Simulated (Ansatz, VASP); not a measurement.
## Sn in VASP and in Ansatz

The input INCAR:

```
PREC = Accurate
ENCUT = 520
EDIFF = 1E-8
ISMEAR = -1
SIGMA = 0.03
LREAL = F
LASPH = T
NELM = 60
ALGO = Normal
ISIF = 2
LWAVE = F
LCHARG = F
GGA = PE
LEFG = T
NBANDS = 21
```

Contents of KPOINTS:

```
regular mesh
0
Gamma
  9 9 9
```

POSCAR

```
Sn
1.0
    0.0000000000      3.1799082881      3.1799082881
    3.1799082881      0.0000000000      3.1799082881
    3.1799082881      3.1799082881      0.0000000000
Sn
2
Direct
    0.5000000000      0.5000000000      0.5000000000
    0.7500000000      0.7500000000      0.7500000000
```

Input for Ansatz:

```yaml
crystal:
  lattice:
    - [0.0, 3.1799082881, 3.1799082881]
    - [3.1799082881, 0.0, 3.1799082881]
    - [3.1799082881, 3.1799082881, 0.0]
  atoms:
    - { symbol: Sn, position: [0.5, 0.5, 0.5] }
    - { symbol: Sn, position: [0.75, 0.75, 0.75] }
kpoints:
  mp_grid: { grid: [9, 9, 9] }
scf:
  occupations: { method: fermi_dirac, width: 0.03 }
hamiltonian:
  xc: pbe
  pseudopotentials: { kind: paw }
output:
  forces: true
  stress: true
  eigenvalues: true
  efg: { contact_densities: true }
```

Change from the starting cell: volume scaled by 0.9405, PAW files.

Alike in both runs: task electric field gradients; functional PBE; k mesh 9 × 9 × 9; occupations fermi-dirac, width 0.03 eV; no spin polarisation.

|  | VASP | Ansatz |
| --- | --- | --- |
| version | VASP 6.6.1 | Ansatz 0.2.0 |
| potentials or method | VASP PAW PBE potentials, release 64 (Sn_d) | PAW with Ansatz's default frozen-core files, scalar-relativistic |
| plane-wave cutoff (eV) | 520 | 420 |
| valence electrons in the cell | 28 | 28 |

```tsv
	VASP	Ansatz	Ansatz less VASP
pressure (GPa)	6.7	6.8	+0.06
```

The functional is the same, so the differences come from potentials, cutoffs and numerics.
